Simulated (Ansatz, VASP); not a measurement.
**KF in VASP and in Ansatz**

Contents of INCAR:

```
SYSTEM = KF
  PREC = Accurate
  ENCUT = 520
  EDIFF = 1E-6
  ISMEAR = 0
  SIGMA = 0.05
  LREAL = .FALSE.
  LASPH = .TRUE.
  NELM = 100
  ALGO = Normal
  ISIF = 2
  LWAVE = .FALSE.
  LCHARG = .TRUE.
  LELF = .TRUE.
  LVHAR = .TRUE.
  NBANDS = 15
```

File KPOINTS:

```
regular mesh
0
G
  8 8 8
  0 0 0
```

Contents of POSCAR:

```
KF
1.0
    0.0000000000      2.5817196783      2.5817196783
    2.6268997727      0.0000000000      2.5817196783
    2.6268997727      2.5817196783      0.0000000000
K F
1 1
Direct
    0.0000000000      0.0000000000      0.0000000000
    0.5000000000      0.5000000000      0.5000000000
```

Input for Ansatz:

```yaml
crystal:
  lattice:
    - [0.0, 2.5817196783, 2.5817196783]
    - [2.6268997727, 0.0, 2.5817196783]
    - [2.6268997727, 2.5817196783, 0.0]
  atoms:
    - { symbol: K, position: [0.0, 0.0, 0.0] }
    - { symbol: F, position: [0.5, 0.5, 0.5] }
basis:
  ecutwfc: 520.0
kpoints:
  mp_grid: { grid: [8, 8, 8] }
hamiltonian:
  xc: lda
scf:
  occupations: { method: gaussian, width: 0.05 }
output:
  forces: true
  stress: true
  eigenvalues: true
```

Change from the starting cell: normal strain along x +0.0175, normal strain along z +0.0000.

Alike in both runs: task single point; functional LDA; k mesh 8 × 8 × 8; occupations gaussian, width 0.05 eV; no spin polarisation.

|  | VASP | Ansatz |
| --- | --- | --- |
| version | VASP 6.6.1 | Ansatz 0.2.0 |
| potentials or method | VASP PAW LDA potentials, release 64 (K_sv, F), cutoff 520 eV | scalar-relativistic, plane waves, PAW |
| valence electrons in the cell | 16 | 16 |

|  | VASP | Ansatz | Ansatz less VASP |
| --- | --- | --- | --- |
| gap on the k mesh at the Fermi level (eV) | 6.23 | 6.25 | +0.019 |
| least direct gap on the mesh (eV) | 6.23 | 6.25 | +0.019 |
| pressure (GPa) | -0.5 | -0.7 | -0.21 |
| traceless stress, the component that is largest in VASP (GPa) | -0.84 | -0.80 | +0.044 |

LDA's correlation is that of Perdew and Zunger in VASP and of Perdew and Wang (1992) in Ansatz.
